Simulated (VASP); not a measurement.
Set up this calculation in VASP 6.6.1, as the native input.

```yaml
Task: single point
Functional: r2SCAN
Dispersion: rVV10
Potentials_or_basis: VASP PAW PBE potentials, release 64 (Mg, O)
Cutoff: 520 eV
k_mesh: 10 × 10 × 10
Occupations: fermi-dirac, width 0.03 eV
Spin: no spin polarisation
Dipole_correction: no
Further_INCAR_settings: ALGO = Normal; EDIFF = 1e-07; NBANDS = 16
```

MgO:

```
CELL_PARAMETERS angstrom
1.42363 -5.21339 0.00000
1.42363 5.21339 0.00000
0.00000 0.00000 2.89513
ATOMIC_POSITIONS crystal
Mg 0.35099 0.64901 0.75000
Mg 0.64901 0.35099 0.25000
O 0.85479 0.14521 0.25000
O 0.14521 0.85479 0.75000
```

One way to write it, as run:

POSCAR

```
MgO
1.0
    1.4236256415     -5.2133871308      0.0000000000
    1.4236256415      5.2133871308      0.0000000000
    0.0000000000      0.0000000000      2.8951280288
Mg O
2 2
Direct
    0.3509936282      0.6490063718      0.7500000000
    0.6490063718      0.3509936282      0.2500000000
    0.8547856986      0.1452143014      0.2500000000
    0.1452143014      0.8547856986      0.7500000000
```

INCAR.step1

```
SYSTEM = MgO
PREC = Accurate
ENCUT = 520
ISMEAR = -1
SIGMA = 0.03
LREAL = .FALSE.
LASPH = .TRUE.
NELM = 100
NBANDS = 16
GGA = PE
ALGO = Normal
EDIFF = 1E-4
LWAVE = .TRUE.
LCHARG = .FALSE.
```

INCAR.step2

```
SYSTEM = MgO
PREC = Accurate
ENCUT = 520
EDIFF = 1E-7
ISMEAR = -1
SIGMA = 0.03
LREAL = .FALSE.
LASPH = .TRUE.
NELM = 100
ALGO = Normal
ISIF = 2
LWAVE = .FALSE.
LCHARG = .FALSE.
METAGGA = R2SCAN
LMIXTAU = .TRUE.
LUSE_VDW = .TRUE.
IVDW_NL = 2
BPARAM = 11.95
CPARAM = 0.0093
NBANDS = 16
ISTART = 1
```

KPOINTS

```
Automatic mesh
0
G
  10 10 10
  0 0 0
```

Potentials or basis: VASP PAW PBE potentials, release 64 (Mg, O).

Run with:

```sh
$ cat potpaw_PBE.64/Mg/POTCAR potpaw_PBE.64/O/POTCAR > POTCAR
$ cp INCAR.step1 INCAR
$ mpirun -np 1 vasp_std > vasp.out
$ cp INCAR.step2 INCAR
$ mpirun -np 1 vasp_std > vasp.out
```

Results of the run:

- Pressure: -0.8 GPa
- Largest force: 0.028 eV/Å
- Band gap on the k mesh: 3.86 eV (least direct gap 3.98 eV)

Caveat: the PAW data sets were made with another functional, which shifts forces and pressure a little.

Run time: 10 min on 1 thread of Intel Xeon 8259CL (shared host), peak memory 0.43 GiB.
